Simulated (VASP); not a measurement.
Cu: single point with PBEsol

Crystal: Cu.

```
Cu
1.0
     0.00000    1.80750    1.77135
     1.80750    0.00000    1.77135
     1.80750    1.80750    0.00000
Cu
1
Direct
  0.00000 0.00000 0.00000
```

This cell differs from its parent crystal: zz strain of -2 %.

```json
{"Program": "VASP 6.6.1", "Task": "single point", "Functional": "PBEsol", "Potentials or basis": "VASP PAW PBE potentials, release 64 (Cu)", "Cutoff": "520 eV", "k mesh": "17 × 17 × 17", "Occupations": "fermi-dirac, width 0.03 eV", "Spin": "no spin polarisation"}
```

| Quantity | Value |
| --- | --- |
| Pressure | -3.1 GPa |

Stress tensor (GPa, compression positive):
```
-3.49  0.00  0.00
 0.00 -3.49  0.00
 0.00  0.00 -2.27
```

Levels at points of the mesh, in eV from the Fermi level:
```tsv
k point	band 4	band 5	band 6	band 7	band 8	band 9
(0.00, 0.00, 0.00)	-3.09	-2.35	-2.25	22.69	25.43	25.43
```

Run time: 58 s on 1 thread of AMD EPYC 7R13, on a shared host, peak memory 0.14 GiB.

Caveat: the cell differs from its parent crystal (zz strain of -2 %); the PAW data sets were made with another functional, which shifts forces and pressure a little.
